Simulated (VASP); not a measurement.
Set up this calculation in VASP 6.6.1, as the native input.

| Item | Value |
| --- | --- |
| Task | single point |
| Functional | PBE |
| Potentials or basis | VASP PAW PBE potentials, release 64 (La) |
| Cutoff | 500 eV |
| k mesh | 12 × 12 × 12 |
| Occupations | fermi-dirac, width 0.1 eV |
| Spin | no spin polarisation |
| Dipole correction | no |
| Further INCAR settings | ALGO = Normal; EDIFF = 1e-06; NBANDS = 12 |

The structure of La lies in POSCAR:

```
La
1.0
    0.0000000000      2.6165284646      2.6165284646
    2.6165284646      0.0000000000      2.6165284646
    2.6165284646      2.6165284646      0.0000000000
La
1
Direct
    0.0000000000      0.0000000000      0.0000000000
```

This cell differs from its parent crystal: volume scaled by 0.96.

One way to write it, as run:

INCAR

```
ALGO = Normal
EDIFF = 1E-6
ENCUT = 500
GGA = PE
GGA_COMPAT = False
ISIF = 2
ISMEAR = -1
LASPH = True
LCHARG = False
LMAXMIX = 6
LREAL = False
LWAVE = False
NBANDS = 12
NELM = 200
PREC = Accurate
SIGMA = 0.1
```

KPOINTS

```
k-points
0
Gamma
  12 12 12
```

Potentials or basis: VASP PAW PBE potentials, release 64 (La).

The run is started by

```console
$ cat potpaw_PBE.64/La/POTCAR > POTCAR
$ mpirun -np 1 vasp_std > vasp.out
```

Results of the run:

- Pressure: 0.8 GPa

Run time: 67 s on 1 thread of Intel Xeon 8259CL (shared host), peak memory 0.19 GiB.
